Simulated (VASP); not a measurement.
# InSe (Pm-3m) in VASP: further runs, part 3 of 3

VASP 6.6.1. The steps go on from the part before.

## Step 6: Relaxation of cell and atoms, PBE

INCAR

```
SYSTEM = InSe
PREC = Accurate
ENCUT = 600
EDIFF = 1E-6
ISMEAR = 0
SIGMA = 0.1
LREAL = .FALSE.
LASPH = .TRUE.
NELM = 80
ALGO = Normal
ISIF = 3
LWAVE = .FALSE.
LCHARG = .FALSE.
GGA = PE
IBRION = 2
NSW = 90
EDIFFG = -0.04
```

KPOINTS

```
Automatic mesh
0
G
  6 6 6
  0 0 0
```

POSCAR

```
InSe
1.0
    3.6833805735      0.0000000000      0.0000000000
    0.0000000000      3.6833805735      0.0000000000
    0.0000000000      0.0000000000      3.6833805735
In Se
1 1
Direct
    0.0000000000      0.0000000000      0.0000000000
    0.5000000000      0.5000000000      0.5000000000
```

Potentials or basis: VASP PAW PBE potentials, release 64 (In_d, Se).

Command:

```bash
> cat potpaw_PBE.64/In_d/POTCAR potpaw_PBE.64/Se/POTCAR > POTCAR
> mpirun -np 1 vasp_std > vasp.out
```

OUTCAR:

```text
SYSTEM = InSe
   PREC = Accurate
   ENCUT = 600
   EDIFF = 1E-6
   ISMEAR = 0
   LREAL = .FALSE.
   LASPH = .TRUE.
   NELM = 80
   ISIF = 3
   GGA = PE
   IBRION = 2
   NSW = 90
   EDIFFG = -0.04

 ion  position               nearest neighbor table
   1  0.000  0.000  0.000-   2 3.19   2 3.19   2 3.19   2 3.19   2 3.19   2 3.19   2 3.19   2 3.19

   2  0.500  0.500  0.500-   1 3.19   1 3.19   1 3.19   1 3.19   1 3.19   1 3.19   1 3.19   1 3.19

  LATTYP: Found a simple cubic cell.
 ALAT       =     3.6833805735

  Lattice vectors:

 A1 = (   3.6833805735,   0.0000000000,   0.0000000000)
 A2 = (   0.0000000000,   3.6833805735,   0.0000000000)
 A3 = (   0.0000000000,   0.0000000000,   3.6833805735)

Analysis of symmetry for initial positions (statically):
=====================================================================
 Subroutine PRICEL returns:
 Original cell was already a primitive cell.

 Routine SETGRP: Setting up the symmetry group for a
 simple cubic supercell.

 Subroutine GETGRP returns: Found 48 space group operations
 (whereof 48 operations were pure point group operations)
 out of a pool of 48 trial point group operations.

The static configuration has the point symmetry O_h .

Analysis of symmetry for dynamics (positions and initial velocities):
=====================================================================
 Subroutine PRICEL returns:
 Original cell was already a primitive cell.

 Routine SETGRP: Setting up the symmetry group for a
 simple cubic supercell.

 Subroutine GETGRP returns: Found 48 space group operations
 (whereof 48 operations were pure point group operations)
 out of a pool of 48 trial point group operations.

The dynamic configuration has the point symmetry O_h .

[... 496 lines left out ...]
    total drift:                                0.000000     -0.000000     -0.000000

  FREE ENERGIE OF THE ION-ELECTRON SYSTEM (eV)
  ---------------------------------------------------
  free  energy   TOTEN  =        -6.4353614707 eV

  energy  without entropy=       -6.4314203467  energy(sigma->0) =       -6.43339091

--------------------------------------- Ionic step        2  -------------------------------------------

 number of electron      18.9999994 magnetization

 Free energy of the ion-electron system (eV)
  ---------------------------------------------------
  ext. energy  EPLUGINS =         0.00000000
  ---------------------------------------------------
  free energy    TOTEN  =        -6.44714448 eV

  energy without entropy =       -6.44339300  energy(sigma->0) =       -6.44526874

 E-fermi :   5.8220     XC(G=0): -10.1971

 val. band max:        5.7987565231   @ k =   0.5000   0.3333   0.0000
 cond. band min:       5.8830889315   @ k =   0.5000   0.5000   0.0000
 fundamental gap:      0.0843324084
 Fermi energy:         5.8219520158

 k-point     1 :       0.0000    0.0000    0.0000
  band No.  band energies     occupation
      1      -8.4901      2.00000
      2      -8.4901      2.00000
      3      -8.3150      2.00000
      4      -8.3150      2.00000
      5      -8.3150      2.00000
      6      -7.6237      2.00000
      7       2.3581      2.00000
      8       4.4488      2.00000
      9       4.4488      2.00000
     10       4.4488      2.00000
     11      11.1351      0.00000
     12      11.1351      0.00000
     13      14.1822      0.00000
[... 290 lines left out ...]
  band No.  band energies     occupation
      1      -8.4533      2.00000
      2      -8.4533      2.00000
      3      -8.4533      2.00000
      4      -8.2510      2.00000
      5      -8.2510      2.00000
      6      -5.6700      2.00000
      7       3.2043      2.00000
      8       3.2043      2.00000
      9       3.2043      2.00000
     10       4.6073      2.00000
     11       6.2290      0.00000
     12       6.2290      0.00000
     13       6.2290      0.00000

------------------------ aborting loop because EDIFF is reached ----------------------------------------

  FORCE on cell =-STRESS in cart. coord.  units (eV):
  Direction    XX          YY          ZZ          XY          YZ          ZX
  --------------------------------------------------------------------------------------
  -------------------------------------------------------------------------------------
  Total        0.0342522      0.0342522      0.0342522      0.0000000      0.0000000     -0.0000000
  in kB        1.1454712      1.1454712      1.1454712      0.0000000      0.0000000     -0.0000000
  external PRESSURE =       1.1454712 kB  Pullay stress =       0.0000000 kB

 VOLUME and BASIS-vectors are now :
 -----------------------------------------------------------------------------
  energy-cutoff  :      600.00
  volume of cell :       47.91
      direct lattice vectors                 reciprocal lattice vectors
     3.631938078  0.000000000  0.000000000     0.275335091 -0.000000000  0.000000000
     0.000000000  3.631938078  0.000000000    -0.000000000  0.275335091  0.000000000
    -0.000000000 -0.000000000  3.631938078    -0.000000000 -0.000000000  0.275335091

 POSITION                                       TOTAL-FORCE (eV/Angst)
 -----------------------------------------------------------------------------------
      0.00000      0.00000      0.00000         0.000000     -0.000000      0.000000
      1.81597      1.81597      1.81597        -0.000000      0.000000      0.000000
 -----------------------------------------------------------------------------------
    total drift:                                0.000000     -0.000000     -0.000000

  FREE ENERGIE OF THE ION-ELECTRON SYSTEM (eV)
  ---------------------------------------------------
  free  energy   TOTEN  =        -6.4471444759 eV

  energy  without entropy=       -6.4433929975  energy(sigma->0) =       -6.44526874

 reached required accuracy - stopping structural energy minimisation
```

Wall time 18 s (1 thread of Intel Xeon 6975P-C (Granite Rapids), shared host); peak memory 0.18 GiB.

What came out:

- Free energy: -6.4471 eV
- Relaxed volume: 23.95 Å³/atom
- Relaxed cell: a = 3.632 Å, b = 3.632 Å, c = 3.632 Å, α = 90.00°, β = 90.00°, γ = 90.00°
- Space group after relaxing (to 0.1 Å): Pm-3m (No. 221)
- Energy gained by relaxing: 5.9 meV/atom
- Ionic steps: 2
- Pressure after relaxing: 0.1 GPa
- Band gap on the k mesh: zero (an odd number of electrons rules out a gap without spin polarisation)

Step by step:
| step | energy change (eV) | largest force (eV/Å) | pressure (GPa) | volume (Å³) |
| --- | --- | --- | --- | --- |
| 1 | 0.0000 | 0.0000 | -1.86 | 49.97 |
| 2 | -0.0118 | 0.0000 | 0.11 | 47.91 |

Final structure:
```
In Se
1.0
     3.63194    0.00000    0.00000
     0.00000    3.63194    0.00000
     0.00000    0.00000    3.63194
In Se
1 1
Direct
  0.00000 0.00000 0.00000
  0.50000 0.50000 0.50000
```

Levels at points of the mesh, in eV from the Fermi level:
```
           k point  band 8  band 9  band 10  band 11  band 12  band 13
(0.00, 0.00, 0.00)   -1.37   -1.37    -1.37     5.31     5.31     8.36
(0.50, 0.00, 0.00)   -0.25   -0.25     1.45     2.14     5.07     5.07
(0.50, 0.50, 0.00)   -4.46   -3.47     0.06     5.67     5.67     7.31
(0.50, 0.50, 0.50)   -2.62   -2.62    -1.21     0.41     0.41     0.41
```

Caveat: spin-orbit coupling is left out, which moves the levels of the heavy elements.

## Step 7: The runs side by side

| task | cell | k mesh | cutoff (eV) | gap on the mesh (eV) | pressure (GPa) | relaxed volume (Å³/atom) |
| --- | --- | --- | --- | --- | --- | --- |
| single point | a = 3.683 Å, 2 atoms | 4 × 4 × 4 | 520 | none | -0.2 | - |
| single point | a = 4.020 Å, 2 atoms | 4 × 4 × 4 | 520 | none | -6.3 | - |
| single point | a = 3.631 Å, 2 atoms | 6 × 6 × 6 | 520 | none | 0.1 | - |
| relaxation of cell and atoms | relaxed from a = 4.020 Å, 2 atoms | 4 × 4 × 4 | 600 | none | 0.0 | 24.86 |
| relaxation of cell and atoms | relaxed from a = 3.683 Å, 2 atoms | 6 × 6 × 6 | 600 | none | 0.1 | 23.95 |

Alike in all rows: level PBE; potentials or basis VASP PAW PBE potentials, release 64 (In_d, Se); no spin polarisation; smearing gaussian 0.1 eV.

Caveats: some runs use coarse meshes; spin-orbit coupling is left out, which moves the levels of the heavy elements; the volume moved by over 15 % at a fixed basis, so the end points are rough (at least some runs).

Total energies depend on the potentials used, so only differences within one code and one set of settings carry meaning.
